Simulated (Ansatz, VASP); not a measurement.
## Sn in VASP and in Ansatz

File INCAR:

```
SYSTEM = Sn
PREC = Accurate
ENCUT = 520
EDIFF = 1E-6
ISMEAR = 0
SIGMA = 0.15
LREAL = .FALSE.
LASPH = .TRUE.
NELM = 80
ALGO = Normal
ISIF = 2
LWAVE = .FALSE.
LCHARG = .TRUE.
GGA = PS
LELF = .TRUE.
LVHAR = .TRUE.
NBANDS = 21
```

KPOINTS

```
regular mesh
0
G
  12 12 12
  0 0 0
```

POSCAR

```
Sn
1.0
    0.0000000000      2.9859520000      2.9859520000
    2.9859520000      0.0000000000      2.9859520000
    2.9859520000      2.9859520000      0.0000000000
Sn
2
Direct
    0.5000000000      0.5000000000      0.5000000000
    0.7500000000      0.7500000000      0.7500000000
```

Input for Ansatz:

```yaml
crystal:
  lattice:
    - [0.0, 2.985952, 2.985952]
    - [2.985952, 0.0, 2.985952]
    - [2.985952, 2.985952, 0.0]
  atoms:
    - { symbol: Sn, position: [0.5, 0.5, 0.5] }
    - { symbol: Sn, position: [0.75, 0.75, 0.75] }
basis:
  ecutwfc: 420
kpoints:
  mp_grid: { grid: [12, 12, 12] }
hamiltonian:
  xc: pbesol
scf:
  occupations: { method: gaussian, width: 0.15 }
output:
  forces: true
  stress: true
  eigenvalues: true
```

Change from the starting cell: strain -0.080 along x and y, -0.080 along z, atoms carried along.

Alike in both runs: task single point; functional PBEsol; k mesh 12 × 12 × 12; occupations gaussian, width 0.15 eV; no spin polarisation.

|  | VASP | Ansatz |
| --- | --- | --- |
| version | VASP 6.6.1 | Ansatz 0.2.0 |
| potentials or method | VASP PAW PBE potentials, release 64 (Sn_d), cutoff 520 eV | scalar-relativistic, plane waves, PAW |
| valence electrons in the cell | 28 | 28 |

|  | VASP | Ansatz | Ansatz less VASP |
| --- | --- | --- | --- |
| gap on the k mesh at the Fermi level (eV) | 0.09 | 0.09 | -0.002 |
| least direct gap on the mesh (eV) | 1.05 | 1.05 | -0.005 |
| pressure (GPa) | 21.8 | 21.9 | +0.14 |

VASP's potentials were made for PBE, not for PBEsol.
